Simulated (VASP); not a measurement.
# LaTaO (P4/mmm) in VASP: a series of runs

The runs below take LaTaO through single point, with PBE.

All numbers are computed with VASP 6.6.1; they aren't measurements. Logs are shortened: lines on timing, memory, paths and dates and some standing lists are left out, and cuts for length are marked.

## 1. The cell of the first run

It takes space group P4/mmm (No. 123, tetragonal). The conventional cell has a = 4.426 Å, b = 4.426 Å, c = 8.624 Å, α = 90.00°, β = 90.00°, γ = 90.00°. La (site symmetry mmm) has 4 O at 2.54 Å and 4 La at 3.13 Å within 3.3 Å. Within 2.6 Å of Ta (site symmetry 4mm) lie 1 O at 1.96 Å and 1 Ta at 2.22 Å. O (site symmetry 4mm) has 1 Ta at 1.96 Å and 1 O at 2.48 Å and 4 La at 2.54 Å within 2.6 Å.

The cell was generated, and may not be a known phase.

## 2. Single point, PBE

INCAR reads:

```
PREC = Accurate
ENCUT = 520
EDIFF = 1E-6
ISMEAR = 0
SIGMA = 0.1
LREAL = False
LASPH = True
NELM = 100
ALGO = Normal
ISIF = 2
LWAVE = False
LCHARG = False
GGA = PE
NBANDS = 37
```

KPOINTS reads:

```
regular mesh
0
Gamma
  4 4 4
```

POSCAR reads:

```
LaTaO
1.0
    4.4256873337      0.0000000000      0.0000000000
    0.0000000000      4.4256873337      0.0000000000
    0.0000000000      0.0000000000      8.6242193502
La Ta O
2 2 2
Direct
    0.0000000000      0.5000000000      0.0000000000
    0.5000000000      0.0000000000      0.0000000000
    0.0000000000      0.0000000000      0.6289616237
    0.0000000000      0.0000000000      0.3710383763
    0.0000000000      0.0000000000      0.1440656128
    0.0000000000      0.0000000000      0.8559343872
```

Potentials or basis: VASP PAW PBE potentials, release 64 (La, Ta_pv, O).

Command:

```bash
$ cat potpaw_PBE.64/La/POTCAR potpaw_PBE.64/Ta_pv/POTCAR potpaw_PBE.64/O/POTCAR > POTCAR
$ mpirun -np 1 vasp_std > vasp.out
```

OUTCAR:

```text
PREC = Accurate
   ENCUT = 520
   EDIFF = 1E-6
   ISMEAR = 0
   LREAL = False
   LASPH = True
   NELM = 100
   ISIF = 2
   GGA = PE

 ion  position               nearest neighbor table
   1  0.000  0.500  0.000-   5 2.54   6 2.54   5 2.54   6 2.54   2 3.13   2 3.13   2 3.13   2 3.13

   2  0.500  0.000  0.000-   5 2.54   6 2.54   5 2.54   6 2.54   1 3.13   1 3.13   1 3.13   1 3.13

   3  0.000  0.000  0.629-   6 1.96   4 2.22
   4  0.000  0.000  0.371-   5 1.96   3 2.22
   5  0.000  0.000  0.144-   4 1.96   2 2.54   1 2.54   1 2.54   2 2.54
   6  0.000  0.000  0.856-   3 1.96   2 2.54   1 2.54   1 2.54   2 2.54

  LATTYP: Found a simple tetragonal cell.
 ALAT       =     4.4256873337
 C/A-ratio  =     1.9486734376

  Lattice vectors:

 A1 = (   4.4256873337,   0.0000000000,   0.0000000000)
 A2 = (   0.0000000000,   4.4256873337,   0.0000000000)
 A3 = (   0.0000000000,   0.0000000000,   8.6242193502)

Analysis of symmetry for initial positions (statically):
=====================================================================
 Subroutine PRICEL returns:
 Original cell was already a primitive cell.

 Routine SETGRP: Setting up the symmetry group for a
 simple tetragonal supercell.

 Subroutine GETGRP returns: Found 16 space group operations
 (whereof 16 operations were pure point group operations)
 out of a pool of 16 trial point group operations.

The static configuration has the point symmetry D_4h.

Analysis of symmetry for dynamics (positions and initial velocities):
=====================================================================
 Subroutine PRICEL returns:
 Original cell was already a primitive cell.

 Routine SETGRP: Setting up the symmetry group for a
 simple tetragonal supercell.

 Subroutine GETGRP returns: Found 16 space group operations
 (whereof 16 operations were pure point group operations)
 out of a pool of 16 trial point group operations.

The dynamic configuration has the point symmetry D_4h.

 Subroutine INISYM returns: Found 16 space group operations
 (whereof 16 operations are pure point group operations),
 and found     1 'primitive' translations

----------------------------------------------------------------------------------------

                                     Primitive cell

  volume of cell :     168.9201

  direct lattice vectors                    reciprocal lattice vectors
     4.425687334  0.000000000  0.000000000     0.225953603  0.000000000  0.000000000
[... 90 lines left out ...]
   NSW    =      0    number of steps for IOM
   IBRION =     -1    ionic relax: 0-MD 1-quasi-New 2-CG
   NFREE  =      0    steps in history (QN), initial steepest desc. (CG)
   ISIF   =      2    stress and relaxation
   ISYM   =      2    0-nonsym 1-usesym 2-fastsym
   POTIM  = 0.5000    time-step for ionic-motion
   TEBEG  =    0.0;   TEEND  =   0.0 temperature during run
   PSTRESS=    0.0 pullay stress
   NELECT =      56.0000    total number of electrons
   NUPDOWN=      -1.0000    fix difference up-down
   EMIN   =  10.00;   EMAX   =-10.00  energy-range for DOS
   EFERMI =   0.00;   METHOD = LEGACY
   ISMEAR =     0;   SIGMA  =   0.10  broadening in eV -4-tet -1-fermi 0-gaus
   EFERMI_NEDOS =   21; number of points for ismear=-14 and -15
   IALGO  =     38    algorithm
   IMIX   =      4    mixing-type and parameters
     AMIX     =   0.40;   BMIX     =  1.00
     AMIX_MAG =   1.60;   BMIX_MAG =  1.00
  volume/ion in A,a.u.               =      28.15       189.99
  Fermi-wavevector in a.u.,A,eV,Ry     =   1.133036  2.141128 17.466763  1.283771
  Thomas-Fermi vector in A             =   2.269738
   LORBIT       =      0    0 simple, 1 ext, 2 COOP (PROOUT), +10 PAW based schemes
   GGA     = PE    functional components
   LHFCALC =     F    Hartree Fock is set to
   AEXX    =    0.0000 exact exchange contribution
   IVDW    =     0    specifies the selected vdW correction
   LEPSILON=     F    determine dielectric tensor
   LRPA    =     F    only Hartree local field effects (RPA)
 non-spin polarized calculation
 Gauss-broadening in eV      SIGMA  =   0.10
  energy-cutoff  :      520.00
  volume of cell :      168.92
 maximum number of plane-waves:      4574
 NGX is ok and might be reduce to    36
   NGX = 17   NGY = 17   NGZ = 33

 number of electron      56.0000004 magnetization

 Free energy of the ion-electron system (eV)
  ---------------------------------------------------
  ext. energy  EPLUGINS =         0.00000000
  ---------------------------------------------------
  free energy    TOTEN  =       -43.55493345 eV

  energy without entropy =      -43.54242863  energy(sigma->0) =      -43.54868104

 E-fermi :   4.1585     XC(G=0):  -9.0072

 val. band max:        4.1503597306   @ k =   0.5000   0.2500   0.5000
 cond. band min:       4.1718007904   @ k =   0.5000   0.5000   0.5000
 fundamental gap:      0.0214410598
 Fermi energy:         4.1584992605

 k-point     1 :       0.0000    0.0000    0.0000
  band No.  band energies     occupation
      1     -32.3151      2.00000
      2     -30.9659      2.00000
      3     -30.9659      2.00000
      4     -30.5698      2.00000
      5     -30.5698      2.00000
      6     -29.5927      2.00000
[... 709 lines left out ...]
     36       5.8370      0.00000
     37       5.8884      0.00000

------------------------ aborting loop because EDIFF is reached ----------------------------------------

  FORCE on cell =-STRESS in cart. coord.  units (eV):
  Direction    XX          YY          ZZ          XY          YZ          ZX
  --------------------------------------------------------------------------------------
  -------------------------------------------------------------------------------------
  Total       -0.0874958     -0.0874958      0.6084538      0.0000000      0.0000000      0.0000000
  in kB       -0.8298824     -0.8298824      5.7710776      0.0000000      0.0000000      0.0000000
  external PRESSURE =       1.3704376 kB  Pullay stress =       0.0000000 kB

 VOLUME and BASIS-vectors are now :
 -----------------------------------------------------------------------------
  energy-cutoff  :      520.00
  volume of cell :      168.92
      direct lattice vectors                 reciprocal lattice vectors
     4.425687334  0.000000000  0.000000000     0.225953603  0.000000000  0.000000000
     0.000000000  4.425687334  0.000000000     0.000000000  0.225953603  0.000000000
     0.000000000  0.000000000  8.624219350     0.000000000  0.000000000  0.115952524

 POSITION                                       TOTAL-FORCE (eV/Angst)
 -----------------------------------------------------------------------------------
      0.00000      2.21284      0.00000         0.000000     -0.000000      0.000000
      2.21284      0.00000      0.00000         0.000000     -0.000000      0.000000
      0.00000      0.00000      5.42430         0.000000     -0.000000      0.043183
      0.00000      0.00000      3.19992         0.000000     -0.000000     -0.043183
      0.00000      0.00000      1.24245        -0.000000      0.000000     -0.111686
      0.00000      0.00000      7.38177        -0.000000      0.000000      0.111686
 -----------------------------------------------------------------------------------
    total drift:                                0.000000      0.000000     -0.000000

  FREE ENERGIE OF THE ION-ELECTRON SYSTEM (eV)
  ---------------------------------------------------
  free  energy   TOTEN  =       -43.5549334476 eV

  energy  without entropy=      -43.5424286304  energy(sigma->0) =      -43.54868104
```

OSZICAR:

```text
N       E                     dE             d eps       ncg     rms          rms(c)
DAV:   1     0.778611341281E+03    0.77861E+03   -0.23852E+04  1348   0.203E+03
DAV:   2     0.139112622663E+03   -0.63950E+03   -0.60493E+03  1502   0.422E+02
DAV:   3    -0.317594906784E+02   -0.17087E+03   -0.16643E+03  1916   0.226E+02
DAV:   4    -0.521183301083E+02   -0.20359E+02   -0.19472E+02  2366   0.684E+01
DAV:   5    -0.546916838655E+02   -0.25734E+01   -0.24614E+01  2560   0.224E+01    0.251E+01
DAV:   6    -0.559849017387E+02   -0.12932E+01   -0.58206E+02  2376   0.103E+02    0.189E+01
DAV:   7    -0.491616619627E+02    0.68232E+01   -0.10961E+02  2256   0.719E+01    0.123E+01
DAV:   8    -0.443054381707E+02    0.48562E+01   -0.65382E+01  2320   0.242E+01    0.101E+01
DAV:   9    -0.452384555735E+02   -0.93302E+00   -0.83865E+00  2464   0.145E+01    0.743E+00
DAV:  10    -0.437332310426E+02    0.15052E+01   -0.31120E+00  2504   0.673E+00    0.302E+00
DAV:  11    -0.435525804226E+02    0.18065E+00   -0.10938E+00  2464   0.369E+00    0.800E-01
DAV:  12    -0.435561666378E+02   -0.35862E-02   -0.68477E-02  2200   0.153E+00    0.639E-01
DAV:  13    -0.435546877341E+02    0.14789E-02   -0.23972E-02  2288   0.901E-01    0.177E-01
DAV:  14    -0.435548939008E+02   -0.20617E-03   -0.42491E-03  2424   0.391E-01    0.376E-02
DAV:  15    -0.435549468238E+02   -0.52923E-04   -0.31745E-04  2232   0.933E-02    0.255E-02
DAV:  16    -0.435549330854E+02    0.13738E-04   -0.11615E-04  2232   0.532E-02    0.652E-03
DAV:  17    -0.435549342022E+02   -0.11168E-05   -0.16349E-05  2072   0.202E-02    0.628E-03
DAV:  18    -0.435549334476E+02    0.75457E-06   -0.78987E-06  1632   0.133E-02
   1 F= -.43554933E+02 E0= -.43548681E+02  d E =-.125048E-01
```

It took 11 min on 1 thread of Intel Xeon 8259CL, shared host; peak memory 0.34 GiB.

Results:

```
Free energy            : -43.5549 eV
Pressure               : 0.1 GPa
Largest force          : 0.112 eV/Å
Band gap on the k mesh : zero (bands 28 and 29 overlap by 1.08 eV)
```

Forces in eV/Å, atoms in the order of the input:
```
La   0.000  0.000  0.000
La   0.000  0.000  0.000
Ta   0.000  0.000  0.043
Ta   0.000  0.000 -0.043
O    0.000  0.000 -0.112
O    0.000  0.000  0.112
```

Caveat: spin-orbit coupling is left out, which moves the levels of the heavy elements.

## 3. Single point, PBE

This run uses another cell than the first one, of 21.25 Å³/atom.

INCAR reads:

```
ALGO = Normal
EDIFF = 1E-6
ENCUT = 520
GGA = PE
ISIF = 2
ISMEAR = 0
LASPH = True
LCHARG = True
LELF = True
LREAL = False
LVHAR = True
LWAVE = False
NBANDS = 37
NELM = 100
PREC = Accurate
SIGMA = 0.1
```

KPOINTS reads:

```
k-points
0
Gamma
  4 4 4
```

POSCAR reads:

```
LaTaO
1.0
    4.2656899200      0.0000000000      0.0000000000
    0.0000000000      4.2656899200      0.0000000000
    0.0000000000      0.0000000000      7.0086124000
La Ta O
2 2 2
Direct
    0.0000000000      0.5000000000      0.0000000000
    0.5000000000      0.0000000000      0.0000000000
    0.0000000000      0.0000000000      0.6387484100
    0.0000000000      0.0000000000      0.3612515900
    0.0000000000      0.0000000000      0.1386465000
    0.0000000000      0.0000000000      0.8613535000
```

Potentials or basis: VASP PAW PBE potentials, release 64 (La, Ta_pv, O).

Command:

```bash
$ cat potpaw_PBE.64/La/POTCAR potpaw_PBE.64/Ta_pv/POTCAR potpaw_PBE.64/O/POTCAR > POTCAR
$ mpirun -np 1 vasp_std > vasp.out
```

Wall time 6.4 min (1 thread of Intel Xeon 8259CL, shared host); peak memory 0.28 GiB.

Results (log left out):

* Free energy: -31.4083 eV
* Pressure: 69.1 GPa
* Largest force: 18.406 eV/Å
* Band gap on the k mesh: zero (bands 28 and 29 overlap by 0.73 eV)

Forces in eV/Å, atoms in the order of the input:
```
La    0.000   0.000   0.000
La    0.000   0.000   0.000
Ta    0.000   0.000  -9.037
Ta    0.000   0.000   9.037
O     0.000   0.000 -18.406
O     0.000   0.000  18.406
```

Stress tensor (GPa, compression positive):
```
 17.56   0.00   0.00
  0.00  17.56   0.00
  0.00   0.00 172.13
```

Levels at points of the mesh, in eV from the Fermi level:
| k point | band 23 | band 24 | band 25 | band 26 | band 27 | band 28 | band 29 | band 30 | band 31 | band 32 |
| --- | --- | --- | --- | --- | --- | --- | --- | --- | --- | --- |
| (0.00, 0.00, 0.00) | -2.90 | -1.84 | -1.74 | -1.36 | -0.32 | 0.04 | 0.04 | 0.85 | 1.58 | 1.67 |
| (0.50, 0.00, 0.00) | -2.79 | -1.36 | -0.80 | -0.08 | 0.11 | 0.47 | 0.58 | 0.59 | 0.72 | 1.44 |
| (0.50, 0.50, 0.00) | -1.86 | -1.32 | -1.32 | -1.12 | -0.16 | 0.35 | 0.35 | 0.95 | 1.49 | 1.52 |
| (0.00, 0.00, 0.50) | -3.30 | -2.31 | -1.68 | -1.58 | -0.90 | -0.20 | -0.20 | 0.40 | 0.60 | 2.22 |
| (0.50, 0.00, 0.50) | -2.09 | -0.87 | -0.73 | -0.48 | -0.39 | -0.11 | 0.33 | 0.47 | 1.49 | 1.49 |
| (0.50, 0.50, 0.50) | -2.41 | -0.42 | -0.42 | -0.05 | 0.35 | 0.35 | 0.81 | 0.82 | 0.87 | 1.53 |

Caveat: the k points lie up to 0.37 Å⁻¹ apart, too coarse for converged energies and pressures of a metal; spin-orbit coupling is left out, which moves the levels of the heavy elements; forces of over 1 eV/Å act on the atoms, so gaps and moduli don't describe the material at rest.

## 4. Single point, PBE

This run uses another cell than the first one, of 28.42 Å³/atom.

INCAR reads:

```
ALGO = Normal
EDIFF = 1E-7
ENCUT = 520
GGA = PE
ISIF = 2
ISMEAR = 0
LASPH = T
LCHARG = F
LREAL = F
LWAVE = F
NBANDS = 37
NELM = 80
PREC = Accurate
SIGMA = 0.1
```

KPOINTS reads:

```
k-points
0
Gamma
  8 8 6
```

POSCAR reads:

```
LaTaO
1.0
    4.4477044687      0.0000000000      0.0000000000
    0.0000000000      4.4477044687      0.0000000000
    0.0000000000      0.0000000000      8.6191860112
La Ta O
2 2 2
Direct
    0.0000000000      0.5000000000      0.0000000000
    0.5000000000      0.0000000000      0.0000000000
    0.0000000000      0.0000000000      0.6294448129
    0.0000000000      0.0000000000      0.3705551871
    0.0000000000      0.0000000000      0.1439311544
    0.0000000000      0.0000000000      0.8560688456
```

Potentials or basis: VASP PAW PBE potentials, release 64 (La, Ta_pv, O).

Command:

```bash
$ cat potpaw_PBE.64/La/POTCAR potpaw_PBE.64/Ta_pv/POTCAR potpaw_PBE.64/O/POTCAR > POTCAR
$ mpirun -np 1 vasp_std > vasp.out
```

OUTCAR:

```text
EDIFF = 1E-7
   ENCUT = 520
   GGA = PE
   ISIF = 2
   ISMEAR = 0
   LASPH = T
   LREAL = F
   NELM = 80
   PREC = Accurate

 ion  position               nearest neighbor table
   1  0.000  0.500  0.000-   5 2.55   6 2.55   5 2.55   6 2.55   2 3.15   2 3.15   2 3.15   2 3.15

   2  0.500  0.000  0.000-   5 2.55   6 2.55   5 2.55   6 2.55   1 3.15   1 3.15   1 3.15   1 3.15

   3  0.000  0.000  0.629-   6 1.95   4 2.23
[... 1171 lines left out ...]
  -------------------------------------------------------------------------------------
  Total       -0.0643546     -0.0643546      0.6195591      0.0000000      0.0000000      0.0000000
  in kB       -0.6047165     -0.6047165      5.8217724      0.0000000      0.0000000      0.0000000
  external PRESSURE =       1.5374464 kB  Pullay stress =       0.0000000 kB

 VOLUME and BASIS-vectors are now :
 -----------------------------------------------------------------------------
  energy-cutoff  :      520.00
  volume of cell :      170.51
      direct lattice vectors                 reciprocal lattice vectors
     4.447704469  0.000000000  0.000000000     0.224835082  0.000000000  0.000000000
     0.000000000  4.447704469  0.000000000     0.000000000  0.224835082  0.000000000
     0.000000000  0.000000000  8.619186011     0.000000000  0.000000000  0.116020237

 POSITION                                       TOTAL-FORCE (eV/Angst)
 -----------------------------------------------------------------------------------
      0.00000      2.22385      0.00000         0.000000     -0.000000      0.000000
      2.22385      0.00000      0.00000         0.000000     -0.000000      0.000000
      0.00000      0.00000      5.42530         0.000000      0.000000      0.050178
      0.00000      0.00000      3.19388         0.000000      0.000000     -0.050178
      0.00000      0.00000      1.24057         0.000000      0.000000     -0.113036
      0.00000      0.00000      7.37862         0.000000     -0.000000      0.113036
 -----------------------------------------------------------------------------------
    total drift:                                0.000000     -0.000000     -0.000000

  FREE ENERGIE OF THE ION-ELECTRON SYSTEM (eV)
  ---------------------------------------------------
  free  energy   TOTEN  =       -43.4542800889 eV

  energy  without entropy=      -43.4298848276  energy(sigma->0) =      -43.44208246
```

OSZICAR:

```text
N       E                     dE             d eps       ncg     rms          rms(c)
DAV:   1     0.775380143231E+03    0.77538E+03   -0.23762E+04  4512   0.200E+03
DAV:   2     0.136450457639E+03   -0.63893E+03   -0.60177E+03  5028   0.422E+02
DAV:   3    -0.309556557181E+02   -0.16741E+03   -0.16313E+03  6430   0.220E+02
[... 12 lines left out ...]
DAV:  16    -0.434542825581E+02   -0.32684E-05   -0.15046E-04  7896   0.896E-02    0.124E-02
DAV:  17    -0.434542797460E+02    0.28120E-05   -0.19607E-05  7928   0.361E-02    0.323E-03
DAV:  18    -0.434542803088E+02   -0.56280E-06   -0.65284E-06  8160   0.113E-02    0.303E-03
DAV:  19    -0.434542800876E+02    0.22123E-06   -0.26567E-06  6440   0.792E-03    0.521E-04
DAV:  20    -0.434542800889E+02   -0.12915E-08   -0.14426E-07  4424   0.326E-03
   1 F= -.43454280E+02 E0= -.43442082E+02  d E =-.243953E-01
```

Run time: 37 min. Hardware: 1 thread of Intel Xeon 8259CL, shared host; peak memory 0.54 GiB.

What came out:

| Item | Value |
| --- | --- |
| Free energy | -43.4543 eV |
| Pressure | 0.2 GPa |
| Largest force | 0.113 eV/Å |
| Band gap on the k mesh | zero (bands 28 and 29 overlap by 1.10 eV) |

Forces on the atoms (eV/Å):
```
La   0.000  0.000  0.000
La   0.000  0.000  0.000
Ta   0.000  0.000  0.050
Ta   0.000  0.000 -0.050
O    0.000  0.000 -0.113
O    0.000  0.000  0.113
```

Caveat: spin-orbit coupling is left out, which moves the levels of the heavy elements.

(Part 1 of 2 ends here.)

The gap in the log of VASP goes by the Fermi energy; the results here count the filled bands.